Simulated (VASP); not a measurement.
Here is a VASP 6.6.1 calculation.

File INCAR:

```
  ALGO = Normal
  EDIFF = 1E-6
  ENCUT = 520
  GGA = PS
  ISIF = 2
  ISMEAR = 0
  LASPH = True
  LCHARG = True
  LELF = True
  LREAL = False
  LVHAR = True
  LWAVE = False
  NBANDS = 10
  NELM = 100
  PREC = Accurate
  SIGMA = 0.05
```

The input KPOINTS:

```
k-points
0
Gamma
  11 11 11
```

File POSCAR:

```
Os
1.0
    0.0000000000      1.9041192829      1.9041192829
    1.9041192829      0.0000000000      1.9041192829
    1.9041192829      1.9041192829      0.0000000000
Os
1
Direct
    0.0000000000      0.0000000000      0.0000000000
```

Potentials or basis: VASP PAW PBE potentials, release 64 (Os).

Run with:

```console
$ cat potpaw_PBE.64/Os/POTCAR > POTCAR
$ mpirun -np 1 vasp_std > vasp.out
```

(1) Predict the band gap on the k mesh.

(2) Estimate the pressure.

## Answers

(1) zero (bands 4 and 5 overlap by 4.08 eV).

(2) 5.0 GPa.

Caveat: the cell stands under pressure; the PAW data sets were made with another functional, which shifts forces and pressure a little; spin-orbit coupling is left out, which moves the levels of the heavy elements.
